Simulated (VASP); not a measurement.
# NiO (Fm-3m) in VASP: further runs, part 3 of 4

VASP 6.6.1. Earlier steps stand in the parts before.

## 6. Single point, PBE+U, collinear spin, antiferromagnetic start

INCAR

```
SYSTEM = NiO
PREC     = Accurate       ! precision mode
ENCUT    = 520            ! plane-wave cutoff, eV
EDIFF    = 1E-7           ! SCF threshold, eV
ISMEAR   = -1             ! smearing method
SIGMA    = 0.03           ! smearing width, eV
LREAL    = .FALSE.        ! projectors in reciprocal space
LASPH    = .TRUE.         ! aspherical terms in the spheres
NELM     = 150            ! most SCF steps
ALGO     = Normal         ! electronic algorithm
ISIF     = 2              ! what is computed and relaxed
LWAVE    = .FALSE.        ! write WAVECAR
LCHARG   = .TRUE.         ! write CHGCAR
ISPIN    = 2              ! spin polarisation
MAGMOM   = 2 -2 0 0       ! initial moments
LORBIT   = 11             ! projections on sites
LMAXMIX  = 4              ! l up to which the mixer works
LDAU     = .TRUE.         ! DFT+U
LDAUTYPE = 2            
LDAUL    = 2 -1           ! shell
LDAUU    = 2.9 0          ! U, eV
LDAUJ    = 0 0          
LDAUPRINT= 1            
GGA      = PE             ! functional
LELF     = .TRUE.         ! ELF
LVHAR    = .TRUE.       
NBANDS   = 28             ! bands
ISYM     = 0
```

KPOINTS

```
regular mesh
0
G
  5 8 7
  0 0 0
```

POSCAR

```
NiO
1.0
   -2.0969500000     -4.1939000000     -2.0969500000
   -2.0969500000      0.0000000000     -2.0969500000
    2.0969500000      0.0000000000     -2.0969500000
Ni O
2 2
Direct
    0.0000000000      0.0000000000      0.0000000000
    0.5000000000      0.0000000000      0.5000000000
    0.0000000000      0.5000000000      0.5000000000
    0.5000000000      0.5000000000      0.0000000000
```

Potentials or basis: VASP PAW PBE potentials, release 64 (Ni, O).

On the command line:

```sh
cat potpaw_PBE.64/Ni/POTCAR potpaw_PBE.64/O/POTCAR > POTCAR
mpirun -np 1 vasp_std > vasp.out
```

OUTCAR:

```text
SYSTEM = NiO
   PREC = Accurate
   ENCUT = 520
   EDIFF = 1E-7
   ISMEAR = -1
   LREAL = .FALSE.
   LASPH = .TRUE.
   NELM = 150
   ISIF = 2
   ISPIN = 2
   LORBIT = 11
   GGA = PE
   ISYM = 0

 ion  position               nearest neighbor table
   1  0.000  0.000  0.000-   3 2.10   3 2.10   3 2.10   4 2.10   3 2.10   4 2.10   2 2.97   2 2.97
                             2 2.97   2 2.97   2 2.97   2 2.97   2 2.97   2 2.97
   2  0.500  0.000  0.500-   4 2.10   4 2.10   3 2.10   4 2.10   4 2.10   3 2.10   1 2.97   1 2.97
                             1 2.97   1 2.97   1 2.97   1 2.97   1 2.97   1 2.97
   3  0.000  0.500  0.500-   1 2.10   1 2.10   1 2.10   2 2.10   1 2.10   2 2.10
   4  0.500  0.500  0.000-   2 2.10   2 2.10   1 2.10   2 2.10   2 2.10   1 2.10

IMPORTANT INFORMATION: All symmetrisations will be switched off!
NOSYMM: (Re-)initialisation of all symmetry stuff for point group C_1.

----------------------------------------------------------------------------------------

                                     Primitive cell

  volume of cell :      36.8828

  direct lattice vectors                    reciprocal lattice vectors
    -2.096950000 -4.193900000 -2.096950000     0.000000000 -0.238441546  0.000000000
    -2.096950000  0.000000000 -2.096950000    -0.238441546  0.238441546 -0.238441546
     2.096950000  0.000000000 -2.096950000     0.238441546  0.000000000 -0.238441546

  length of vectors
     5.136457516  2.965535130  2.965535130     0.238441546  0.412992872  0.337207268

  position of ions in fractional coordinates (direct lattice)
     0.000000000  0.000000000  0.000000000
     0.500000000  0.000000000  0.500000000
     0.000000000  0.500000000  0.500000000
     0.500000000  0.500000000  0.000000000

  ion indices of the primitive-cell ions
   primitive index   ion index
                 1           1
                 2           2
                 3           3
                 4           4

----------------------------------------------------------------------------------------

 KPOINTS: regular mesh

Automatic generation of k-mesh.
 Grid dimensions read from file:
 generate k-points for:    5    8    7

 Generating k-lattice:

  Cartesian coordinates                     Fractional coordinates (reciprocal lattice)
     0.000000000 -0.047688309  0.000000000     0.200000000  0.000000000  0.000000000
    -0.029805193  0.029805193 -0.029805193     0.000000000  0.125000000  0.000000000
     0.034063078  0.000000000 -0.034063078     0.000000000  0.000000000  0.142857143

  Length of vectors
     0.047688309  0.051624109  0.048172467

  Shift w.r.t. Gamma in fractional coordinates (k-lattice)
     0.000000000  0.000000000  0.000000000

 -----------------------------------------------------------------------------
|                                                                             |
|           W    W    AA    RRRRR   N    N  II  N    N   GGGG   !!!           |
|           W    W   A  A   R    R  NN   N  II  NN   N  G    G  !!!           |
|           W    W  A    A  R    R  N N  N  II  N N  N  G       !!!           |
[... 146 lines left out ...]
 onsite density matrix

spin component  1

  0.9708 -0.0000 -0.0000  0.0000  0.0000
 -0.0000  0.9708  0.0000  0.0000  0.0000
 -0.0000  0.0000  0.1764 -0.0000 -0.0009
  0.0000  0.0000 -0.0000  0.9698  0.0000
  0.0000  0.0000 -0.0009  0.0000  0.1753

spin component  2

  0.9732 -0.0000 -0.0000 -0.0000  0.0000
 -0.0000  0.9732  0.0000 -0.0000  0.0000
 -0.0000  0.0000  1.0199  0.0000 -0.0000
 -0.0000 -0.0000  0.0000  0.9736  0.0000
  0.0000  0.0000 -0.0000  0.0000  1.0199

 occupancies and eigenvectors

  o =  0.1748  v = -0.0000 -0.0000  0.4951 -0.0000  0.8688  0.0000  0.0000  0.0000  0.0000  0.0000      0.0000  0.0000  0.0000  0.0000  0.0000  0.0000  0.0000  0.0000  0.0000  0.0000
  o =  0.1769  v =  0.0000 -0.0000  0.8688  0.0000 -0.4951  0.0000  0.0000  0.0000  0.0000  0.0000      0.0000  0.0000  0.0000  0.0000  0.0000  0.0000  0.0000  0.0000  0.0000  0.0000
  o =  0.9698  v = -0.0001 -0.0001 -0.0000  1.0000  0.0000  0.0000  0.0000  0.0000  0.0000  0.0000      0.0000  0.0000  0.0000  0.0000  0.0000  0.0000  0.0000  0.0000  0.0000  0.0000
  o =  0.9708  v =  0.0253  0.9997  0.0000  0.0001  0.0000  0.0000  0.0000  0.0000  0.0000  0.0000      0.0000  0.0000  0.0000  0.0000  0.0000  0.0000  0.0000  0.0000  0.0000  0.0000
  o =  0.9708  v =  0.9997 -0.0253 -0.0000  0.0001  0.0000  0.0000  0.0000  0.0000  0.0000  0.0000      0.0000  0.0000  0.0000  0.0000  0.0000  0.0000  0.0000  0.0000  0.0000  0.0000
  o =  0.9732  v =  0.0000  0.0000  0.0000  0.0000  0.0000 -0.0126 -0.9999  0.0001 -0.0002  0.0000      0.0000  0.0000  0.0000  0.0000  0.0000  0.0000  0.0000  0.0000  0.0000  0.0000
  o =  0.9732  v =  0.0000  0.0000  0.0000  0.0000  0.0000  0.9999 -0.0126  0.0000  0.0002 -0.0001      0.0000  0.0000  0.0000  0.0000  0.0000  0.0000  0.0000  0.0000  0.0000  0.0000
  o =  0.9736  v =  0.0000  0.0000  0.0000  0.0000  0.0000  0.0002  0.0002  0.0000 -1.0000  0.0000      0.0000  0.0000  0.0000  0.0000  0.0000  0.0000  0.0000  0.0000  0.0000  0.0000
  o =  1.0198  v =  0.0000  0.0000  0.0000  0.0000  0.0000 -0.0000 -0.0001 -0.5034 -0.0000 -0.8640      0.0000  0.0000  0.0000  0.0000  0.0000  0.0000  0.0000  0.0000  0.0000  0.0000
  o =  1.0199  v =  0.0000  0.0000  0.0000  0.0000  0.0000  0.0000 -0.0000 -0.8640  0.0000  0.5034      0.0000  0.0000  0.0000  0.0000  0.0000  0.0000  0.0000  0.0000  0.0000  0.0000

 number of electron      31.9999986 magnetization      -0.0000000

 Free energy of the ion-electron system (eV)
  ---------------------------------------------------
  ext. energy  EPLUGINS =         0.00000000
  ---------------------------------------------------
  free energy    TOTEN  =       -21.42452658 eV

  energy without entropy =      -21.42452657  energy(sigma->0) =      -21.42452658

 E-fermi :   7.7673     XC(G=0): -12.5880

 val. band max:        7.3281318392   @ k =   0.0000   0.5000   0.0000
 cond. band min:       8.2281102089   @ k =   0.4000   0.0000   0.0000
 fundamental gap:      0.8999783697
 Fermi energy:         7.7672546988

 spin component 1

 k-point     1 :       0.0000    0.0000    0.0000
  band No.  band energies     occupation
      1     -12.0682      1.00000
      2     -10.6212      1.00000
      3       1.2662      1.00000
      4       2.6988      1.00000
      5       2.8906      1.00000
      6       2.9911      1.00000
[... 1481 lines left out ...]
     27      25.2827      0.00000
     28      26.1274      0.00000

 [... further k-points ...]

------------------------ aborting loop because EDIFF is reached ----------------------------------------

  FORCE on cell =-STRESS in cart. coord.  units (eV):
  Direction    XX          YY          ZZ          XY          YZ          ZX
  --------------------------------------------------------------------------------------
  -------------------------------------------------------------------------------------
  Total        0.8375361      0.8224377      0.8350486      0.0000608      0.0000604      0.0004014
  in kB       36.3822801     35.7264111     36.2742222      0.0026406      0.0026240      0.0174366
  external PRESSURE =      36.1276378 kB  Pullay stress =       0.0000000 kB

 VOLUME and BASIS-vectors are now :
 -----------------------------------------------------------------------------
  energy-cutoff  :      520.00
  volume of cell :       36.88
      direct lattice vectors                 reciprocal lattice vectors
    -2.096950000 -4.193900000 -2.096950000     0.000000000 -0.238441546  0.000000000
    -2.096950000  0.000000000 -2.096950000    -0.238441546  0.238441546 -0.238441546
     2.096950000  0.000000000 -2.096950000     0.238441546  0.000000000 -0.238441546

 POSITION                                       TOTAL-FORCE (eV/Angst)
 -----------------------------------------------------------------------------------
      0.00000      0.00000      0.00000        -0.000000     -0.000000     -0.000000
      0.00000     -2.09695     -2.09695         0.000000      0.000000     -0.000000
      0.00000      0.00000     -2.09695        -0.000000      0.000001     -0.000000
     -2.09695     -2.09695     -2.09695        -0.000000     -0.000001      0.000001
 -----------------------------------------------------------------------------------
    total drift:                               -0.000001      0.000001      0.000001

  FREE ENERGIE OF THE ION-ELECTRON SYSTEM (eV)
  ---------------------------------------------------
  free  energy   TOTEN  =       -21.4245265795 eV

  energy  without entropy=      -21.4245265727  energy(sigma->0) =      -21.42452658

 total charge

# of ion       s       p       d       tot
------------------------------------------
    1        0.338   0.410   8.198   8.945
    2        0.338   0.410   8.198   8.945
    3        1.550   3.461   0.000   5.011
    4        1.550   3.461   0.000   5.011
--------------------------------------------------
tot          3.775   7.741  16.396  27.912

 magnetization (x)

# of ion       s       p       d       tot
------------------------------------------
    1        0.016   0.019   1.696   1.730
    2       -0.016  -0.019  -1.696  -1.730
    3        0.008   0.078   0.000   0.086
    4       -0.008  -0.078   0.000  -0.086
--------------------------------------------------
tot         -0.000  -0.000   0.000  -0.000
```

Run time: 11 min. Hardware: 1 thread of Oxide Virtual Turin-like, shared host; peak memory 0.27 GiB.

Results:

```yaml
Free_energy: -21.4245 eV
Pressure: 3.6 GPa
Band_gap_on_the_k_mesh: 0.90 eV
Net_moment: 0.00 μB per cell
Site_moments: Ni +1.73, -1.73; O +0.09, -0.09 μB
Valence_electrons_inside_the_program's_atomic_spheres: Ni 8.95; O 5.01
```

Levels at points of the mesh, in eV from the valence-band top:
Spin up:
```tsv
k point	band 14	band 15	band 16	band 17	band 18	band 19
(0.00, 0.00, 0.00)	-2.00	-1.98	-1.98	0.91	1.18	2.11
(0.00, 0.50, 0.00)	-1.74	0.00	0.00	3.23	3.25	6.06
```
Spin down:
```tsv
k point	band 13	band 14	band 15	band 16	band 17	band 18	band 19	band 20
(0.00, 0.00, 0.00)	-2.31	-2.00	-1.98	-1.98	0.91	1.18	2.11	6.63
(0.00, 0.50, 0.00)	-1.77	-1.74	0.00	0.00	3.23	3.25	6.06	6.13
```

Eigenvalues of the final occupation matrices:
| site | spin | trace | eigenvalues |
| --- | --- | --- | --- |
| site 1 d | 1 | 4.96 | 0.97 0.97 0.97 1.02 1.02 |
| site 1 d | 2 | 3.26 | 0.17 0.18 0.97 0.97 0.97 |
| site 2 d | 1 | 3.26 | 0.17 0.18 0.97 0.97 0.97 |
| site 2 d | 2 | 4.96 | 0.97 0.97 0.97 1.02 1.02 |

Caveat: the cell stands under pressure. The state reached can hang on the start; a lower one may exist.

(Continued in part 4 of 4.)

The gap in the log of VASP goes by the Fermi energy; the results here count the filled bands.